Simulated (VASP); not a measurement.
Input of a VASP 6.6.1 run:

File INCAR:

```
SYSTEM = Yb
PREC = Accurate
ENCUT = 520
EDIFF = 1E-7
ISMEAR = -1
SIGMA = 0.05
LREAL = .False.
LASPH = .True.
NELM = 150
ALGO = Normal
ISIF = 2
LWAVE = .False.
LCHARG = .False.
ISPIN = 2
MAGMOM = 1
LORBIT = 11
LMAXMIX = 6
GGA = PE
NBANDS = 22
```

The input KPOINTS:

```
regular mesh
0
Gamma
  17 17 17
  0 0 0
```

POSCAR

```
Yb
1.0
    0.0000000000      2.6459503031      2.6459503031
    2.6459503031      0.0000000000      2.6459503031
    2.6459503031      2.6459503031      0.0000000000
Yb
1
Direct
    0.0000000000      0.0000000000      0.0000000000
```

Potentials or basis: VASP PAW PBE potentials, release 64 (Yb).

Launch:

```sh
$ cat potpaw_PBE.64/Yb/POTCAR > POTCAR
$ mpirun -np 1 vasp_std > vasp.out
```

(1) Estimate the pressure.

(2) Estimate the band gap on the k mesh.

(3) What does it give for the net moment?

Results:

(1) -1.2 GPa.

(2) zero (filled and empty bands overlap).

(3) 0.00 μB per cell.

Caveat: spin-orbit coupling is left out, which moves the levels of the heavy elements.
